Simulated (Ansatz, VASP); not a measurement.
# Se: VASP beside Ansatz

```
Se
1.0
     3.75439    2.16760    6.00972
    -3.75439    2.16760    6.00972
     0.00000   -4.33519    6.00972
Se
12
Direct
  0.07459 0.56051 0.07459
  0.07459 0.07459 0.56051
  0.56051 0.07459 0.07459
  0.92541 0.43949 0.92541
  0.43949 0.92541 0.92541
  0.92541 0.92541 0.43949
  0.28034 0.65610 0.28034
  0.28034 0.28034 0.65610
  0.65610 0.28034 0.28034
  0.71966 0.34390 0.71966
  0.34390 0.71966 0.71966
  0.71966 0.71966 0.34390
```

Alike in both runs: functional PBEsol; k mesh 3 × 3 × 3; occupations gaussian, width 0.1 eV; no spin polarisation.

Ansatz relaxed the structure, and its values are those at the end. VASP's run is a single point on that final structure, the one shown.

```csv
,VASP,Ansatz
version,VASP 6.6.1,Ansatz 0.2.0
potentials or method,"VASP PAW PBE potentials, release 64 (Se), cutoff 520 eV","scalar-relativistic, plane waves, PAW"
valence electrons in the cell,72,192
```

|  | VASP | Ansatz | Ansatz less VASP |
| --- | --- | --- | --- |
| gap on the k mesh at the Fermi level (eV) | none | none | - |
| pressure (GPa) | 0.4 | 0.3 | -0.12 |
| rms of the force components (eV/Å) | 0.021 | 0.019 | -0.0028 |

VASP's potentials were made for PBE, not for PBEsol. A gap of «none» marks a metal or a gap that the smearing closes. VASP's potentials hold 72 valence electrons a cell and Ansatz's 192, so a difference there can come from the potentials and not from the codes.
